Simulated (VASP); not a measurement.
Set up this calculation in VASP 6.6.1, as the native input.

| Item | Value |
| --- | --- |
| Task | single point |
| Functional | PBE |
| Potentials or basis | VASP PAW PBE potentials, release 64 (Sb, P) |
| Cutoff | 520 eV |
| k mesh | 6 × 6 × 2 |
| Occupations | gaussian, width 0.1 eV |
| Spin | no spin polarisation |
| Dipole correction | no |
| Further INCAR settings | ALGO = Normal; EDIFF = 1e-06; NBANDS = 24 |

The structure of SbP lies in POSCAR:

```
SbP
1.0
    3.9853015293      0.0000000000      0.0000000000
   -1.9926507646      3.4513723661      0.0000000000
    0.0000000000      0.0000000000      9.7455003247
Sb P
3 3
Direct
    0.3333049583      0.0000000000      0.8333333333
    0.0000000000      0.3333049583      0.1666666667
    0.6666950417      0.6666950417      0.5000000000
    0.3333079349      0.0000000000      0.3333333333
    0.0000000000      0.3333079349      0.6666666667
    0.6666920651      0.6666920651      0.0000000000
```

One way to write it, as run:

INCAR

```
  PREC = Accurate
  ENCUT = 520
  EDIFF = 1E-6
  ISMEAR = 0
  SIGMA = 0.1
  LREAL = False
  LASPH = True
  NELM = 100
  ALGO = Normal
  ISIF = 2
  LWAVE = False
  LCHARG = False
  GGA = PE
  NBANDS = 24
```

KPOINTS

```
regular mesh
0
Gamma
  6 6 2
```

Potentials or basis: VASP PAW PBE potentials, release 64 (Sb, P).

Launch:

```console
$ cat potpaw_PBE.64/Sb/POTCAR potpaw_PBE.64/P/POTCAR > POTCAR
$ mpirun -np 1 vasp_std > vasp.out
```

It gave:

```json
{
  "Pressure": "-0.1 GPa",
  "Band gap on the k mesh": "zero (band 15 reaches 8.35 eV, above the bottom of band 16 at 7.63 eV)"
}
```

Caveat: spin-orbit coupling is left out, which moves the levels of the heavy elements.

It took 50 s on 1 thread of Intel Xeon 6975P-C, with other jobs on the host, peak memory 0.25 GiB.
